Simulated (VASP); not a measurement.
# Ti3In (I4/mmm) in VASP: single point with LDA

Aim: the single point of Ti3In with LDA.

Program: VASP 6.6.1. These are calculated values, not measurements. Logs are shortened: lines on timing, memory, paths and dates and some standing lists are left out, and cuts for length are marked.

**1. The cell of the first run**

The structure is tetragonal, space group I4/mmm (No. 139). The conventional cell has a = 4.089 Å, b = 4.089 Å, c = 8.735 Å, α = 90.00°, β = 90.00°, γ = 90.00°. Within 3.8 Å of Ti (site symmetry -4m2) lie 8 Ti at 2.89 to 2.99 Å and 4 In at 2.99 Å. Within 3.8 Å of Ti (site symmetry 4/mmm) lie 4 In at 2.89 Å and 8 Ti at 2.99 Å. Within 3.8 Å of In (site symmetry 4/mmm) lie 12 Ti at 2.89 to 2.99 Å.

**2. Single point, LDA**

The input, INCAR:

```
ALGO = Normal
EDIFF = 1E-6
ENCUT = 520
ISIF = 2
ISMEAR = -1
LASPH = T
LCHARG = F
LREAL = F
LWAVE = F
NBANDS = 32
NELM = 100
PREC = Accurate
SIGMA = 0.05
```

The input, KPOINTS:

```
k-points
0
Gamma
  8 8 8
```

The input, POSCAR:

```
Ti3In
1.0
   -2.0442700000      2.0442700000      4.3673690000
    2.0442700000     -2.0442700000      4.3673690000
    2.0442700000      2.0442700000     -4.3673690000
Ti In
3 1
Direct
    0.7500000000      0.2500000000      0.5000000000
    0.2500000000      0.7500000000      0.5000000000
    0.5000000000      0.5000000000      0.0000000000
    0.0000000000      0.0000000000      0.0000000000
```

Potentials or basis: VASP PAW LDA potentials, release 64 (Ti_sv, In_d).

On the command line:

```
> cat potpaw_LDA.64/Ti_sv/POTCAR potpaw_LDA.64/In_d/POTCAR > POTCAR
> mpirun -np 1 vasp_std > vasp.out
```

OUTCAR:

```text
EDIFF = 1E-6
   ENCUT = 520
   ISIF = 2
   ISMEAR = -1
   LASPH = T
   LREAL = F
   NELM = 100
   PREC = Accurate

 ion  position               nearest neighbor table
   1  0.750  0.250  0.500-   2 2.89   2 2.89   2 2.89   2 2.89   4 2.99   4 2.99   4 2.99   4 2.99

   2  0.250  0.750  0.500-   1 2.89   1 2.89   1 2.89   1 2.89   4 2.99   4 2.99   4 2.99   4 2.99

   3  0.500  0.500  0.000-   4 2.89   4 2.89   4 2.89   4 2.89
   4  0.000  0.000  0.000-   3 2.89   3 2.89   3 2.89   3 2.89   2 2.99   1 2.99   2 2.99   2 2.99
                             1 2.99   1 2.99   2 2.99   1 2.99

  LATTYP: Found a body centered tetragonal cell.
 ALAT       =     4.0885400000
 C/A-ratio  =     2.1363953881

  Lattice vectors:

 A1 = (  -2.0442700000,   2.0442700000,   4.3673690000)
 A2 = (   2.0442700000,  -2.0442700000,   4.3673690000)
 A3 = (   2.0442700000,   2.0442700000,  -4.3673690000)

Analysis of symmetry for initial positions (statically):
=====================================================================
 Subroutine PRICEL returns:
 Original cell was already a primitive cell.

 Routine SETGRP: Setting up the symmetry group for a
 body centered tetragonal supercell.

 Subroutine GETGRP returns: Found 16 space group operations
 (whereof 16 operations were pure point group operations)
 out of a pool of 16 trial point group operations.

The static configuration has the point symmetry D_4h.

Analysis of symmetry for dynamics (positions and initial velocities):
=====================================================================
 Subroutine PRICEL returns:
 Original cell was already a primitive cell.

 Routine SETGRP: Setting up the symmetry group for a
 body centered tetragonal supercell.

 Subroutine GETGRP returns: Found 16 space group operations
 (whereof 16 operations were pure point group operations)
 out of a pool of 16 trial point group operations.

The dynamic configuration has the point symmetry D_4h.

 Subroutine INISYM returns: Found 16 space group operations
 (whereof 16 operations are pure point group operations),
 and found     1 'primitive' translations

----------------------------------------------------------------------------------------

                                     Primitive cell

  volume of cell :      73.0056

  direct lattice vectors                    reciprocal lattice vectors
[... 88 lines left out ...]
   LASPH  =      T    aspherical Exc in radial PAW
   ENCUT  =  520.0 eV  38.22 Ry    6.18 a.u.   9.74  9.74  9.74*2*pi/ulx,y,z
   NELM   =    100;   NELMIN=  2; NELMDL= -5     # of ELM steps
   EDIFF  = 0.1E-05   stopping-criterion for ELM
   LREAL  =      F    real-space projection
   EDIFFG = 0.1E-04   stopping-criterion for IOM
   NSW    =      0    number of steps for IOM
   IBRION =     -1    ionic relax: 0-MD 1-quasi-New 2-CG
   NFREE  =      0    steps in history (QN), initial steepest desc. (CG)
   ISIF   =      2    stress and relaxation
   ISYM   =      2    0-nonsym 1-usesym 2-fastsym
   POTIM  = 0.5000    time-step for ionic-motion
   TEBEG  =    0.0;   TEEND  =   0.0 temperature during run
   PSTRESS=    0.0 pullay stress
   NELECT =      49.0000    total number of electrons
   NUPDOWN=      -1.0000    fix difference up-down
   EMIN   =  10.00;   EMAX   =-10.00  energy-range for DOS
   EFERMI =   0.00;   METHOD = LEGACY
   ISMEAR =    -1;   SIGMA  =   0.05  broadening in eV -4-tet -1-fermi 0-gaus
   EFERMI_NEDOS =   21; number of points for ismear=-14 and -15
   IALGO  =     38    algorithm
   IMIX   =      4    mixing-type and parameters
     AMIX     =   0.40;   BMIX     =  1.00
     AMIX_MAG =   1.60;   BMIX_MAG =  1.00
  volume/ion in A,a.u.               =      18.25       123.17
  Fermi-wavevector in a.u.,A,eV,Ry     =   1.433358  2.708654 27.953383  2.054516
  Thomas-Fermi vector in A             =   2.552885
   LORBIT       =      0    0 simple, 1 ext, 2 COOP (PROOUT), +10 PAW based schemes
   GGA     = CA    functional components
   LHFCALC =     F    Hartree Fock is set to
   AEXX    =    0.0000 exact exchange contribution
   IVDW    =     0    specifies the selected vdW correction
   LEPSILON=     F    determine dielectric tensor
   LRPA    =     F    only Hartree local field effects (RPA)
 non-spin polarized calculation
  energy-cutoff  :      520.00
  volume of cell :       73.01
 maximum number of plane-waves:      1984
   NGX = 19   NGY = 19   NGZ = 19

 number of electron      49.0000003 magnetization

 Free energy of the ion-electron system (eV)
  ---------------------------------------------------
  ext. energy  EPLUGINS =         0.00000000
  ---------------------------------------------------
  free energy    TOTEN  =       -29.47938878 eV

  energy without entropy =      -29.44722836  energy(sigma->0) =      -29.46330857

 E-fermi :   8.4325     XC(G=0): -11.7523

 val. band max:        8.4296284531   @ k =   0.3750   0.3750   0.1250
 cond. band min:       8.4663358987   @ k =  -0.3750   0.5000   0.1250
 fundamental gap:      0.0367074457
 Fermi energy:         8.4324732447

 k-point     1 :       0.0000    0.0000    0.0000
  band No.  band energies     occupation
      1     -47.7027      2.00000
      2     -47.5963      2.00000
      3     -47.5280      2.00000
      4     -24.4619      2.00000
      5     -24.4036      2.00000
      6     -24.4036      2.00000
[... 829 lines left out ...]
     31      10.4570      0.00000
     32      10.6638      0.00000

 [... further k-points ...]

------------------------ aborting loop because EDIFF is reached ----------------------------------------

  FORCE on cell =-STRESS in cart. coord.  units (eV):
  Direction    XX          YY          ZZ          XY          YZ          ZX
  --------------------------------------------------------------------------------------
  -------------------------------------------------------------------------------------
  Total       -3.9802193     -3.9802193     -3.6827016      0.0000000     -0.0000000      0.0000000
  in kB      -87.3496553    -87.3496553    -80.8203505      0.0000000     -0.0000000      0.0000000
  external PRESSURE =     -85.1732204 kB  Pullay stress =       0.0000000 kB

 VOLUME and BASIS-vectors are now :
 -----------------------------------------------------------------------------
  energy-cutoff  :      520.00
  volume of cell :       73.01
      direct lattice vectors                 reciprocal lattice vectors
    -2.044270000  2.044270000  4.367369000     0.000000000  0.244586087  0.114485403
     2.044270000 -2.044270000  4.367369000     0.244586087  0.000000000  0.114485403
     2.044270000  2.044270000 -4.367369000     0.244586087  0.244586087  0.000000000

 POSITION                                       TOTAL-FORCE (eV/Angst)
 -----------------------------------------------------------------------------------
      0.00000      2.04427      2.18368        -0.000000      0.000000     -0.000000
      2.04427      0.00000      2.18368        -0.000000     -0.000000     -0.000000
      0.00000      0.00000      4.36737         0.000000      0.000000      0.000000
      0.00000      0.00000      0.00000         0.000000      0.000000      0.000000
 -----------------------------------------------------------------------------------
    total drift:                               -0.000000     -0.000000      0.000000

  FREE ENERGIE OF THE ION-ELECTRON SYSTEM (eV)
  ---------------------------------------------------
  free  energy   TOTEN  =       -29.4793887821 eV

  energy  without entropy=      -29.4472283626  energy(sigma->0) =      -29.46330857
```

stdout:

```text
POSCAR found type information on POSCAR TiIn
 POSCAR found :  2 types and       4 ions
 scaLAPACK will be used
 LDA part: xc-table for (Slater(with rela. corr.)+CA(PZ))
 , standard interpolation
 POSCAR, INCAR and KPOINTS ok, starting setup
 FFT: planning ... GRIDC
 FFT: planning ... GRID_SOFT
 FFT: planning ... GRID
 WAVECAR not read
 entering main loop
```

Run time: 2.7 min. Hardware: 1 thread of Intel Xeon Platinum 8488C (Sapphire Rapids), shared host; peak memory 0.27 GiB.

Results:

```yaml
Free_energy: -29.4794 eV
Pressure: -8.5 GPa
Band_gap_on_the_k_mesh: zero (an odd number of electrons rules out a gap without spin polarisation)
```

Levels at points of the mesh, in eV from the Fermi level:
```
           k point  band 21  band 22  band 23  band 24  band 25  band 26  band 27  band 28  band 29  band 30
(0.00, 0.00, 0.00)    -1.11    -1.11    -0.83    -0.20     0.32     0.32     0.52     1.51     1.72     1.73
(0.50, 0.00, 0.00)    -1.28    -0.99    -0.72    -0.39     0.59     0.64     0.68     1.02     1.47     1.64
(0.50, 0.50, 0.00)    -1.51    -1.45    -1.43    -0.22     0.10     0.27     0.53     1.00     1.48     1.66
(0.50, 0.50, 0.50)    -1.21    -0.85    -0.85    -0.61     0.40     1.02     1.02     1.12     1.96     2.06
```

Caveat: the cell stands under tension; spin-orbit coupling is left out, which moves the levels of the heavy elements.
